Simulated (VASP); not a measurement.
# PdRh2: single point with PBE

PdRh2:

```
CELL_PARAMETERS angstrom
0.00000 2.95391 2.95391
2.95391 0.00000 2.95391
2.95391 2.95391 0.00000
ATOMIC_POSITIONS crystal
Pd 0.00000 0.00000 0.00000
Rh 0.25000 0.25000 0.25000
Rh 0.75000 0.75000 0.75000
```

| Property | Result |
| --- | --- |
| Program | VASP 6.6.1 |
| Task | single point |
| Functional | PBE |
| Potentials or basis | VASP PAW PBE potentials, release 64 (Pd, Rh_pv) |
| Cutoff | 520 eV |
| k mesh | 6 × 6 × 6 |
| Occupations | gaussian, width 0.1 eV |
| Spin | no spin polarisation |

```yaml
Pressure: 0.0 GPa
Band_gap_on_the_k_mesh: zero (bands 20 and 21 overlap by 0.46 eV)
```

Levels at points of the mesh, in eV from the Fermi level:
| k point | band 18 | band 19 | band 20 | band 21 | band 22 | band 23 |
| --- | --- | --- | --- | --- | --- | --- |
| (0.00, 0.00, 0.00) | 0.08 | 0.08 | 0.08 | 0.46 | 0.46 | 9.52 |
| (0.50, 0.00, 0.00) | -0.80 | -0.68 | -0.68 | 0.06 | 0.06 | 1.32 |
| (0.50, 0.50, 0.00) | -0.49 | 0.34 | 0.34 | 0.39 | 0.79 | 2.35 |

It took 8.7 s on 1 thread of AMD EPYC 9R45 96-Core Processor (Zen 5) (shared host), peak memory 0.15 GiB.
